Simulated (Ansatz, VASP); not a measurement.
**Pt in VASP and in Ansatz**

```
Pt
1.0
     0.00000    2.02245    2.02245
     2.02245    0.00000    2.02245
     2.02245    2.02245    0.00000
Pt
1
Cartesian
  0.0000 0.0000 0.0000
```

Alike in both runs: task single point; functional r2SCAN; k mesh 8 × 8 × 8; no spin polarisation.

```csv
,VASP,Ansatz
version,VASP 6.6.1,Ansatz 0.2.0
potentials or method,"VASP PAW PBE potentials, release 64 (Pt), cutoff 520 eV",PAW plane waves
occupations,"fermi-dirac, width 0.1 eV",fermi-dirac
valence electrons in the cell,10,18
```

VASP gave:

| Property | Result |
| --- | --- |
| gap on the k mesh at the Fermi level (eV) | none |
| pressure (GPa) | -16.5 |

**Question.** Estimate Ansatz's values.

**Answer.** gap on the k mesh at the Fermi level (eV): none; pressure (GPa): -16.9.

VASP's potentials were made for PBE, not for r2SCAN. A gap of «none» marks a metal or a gap that the smearing closes. VASP's potentials hold 10 valence electrons a cell and Ansatz's 18, so a difference there can come from the potentials and not from the codes.

Spin-orbit coupling is off throughout.
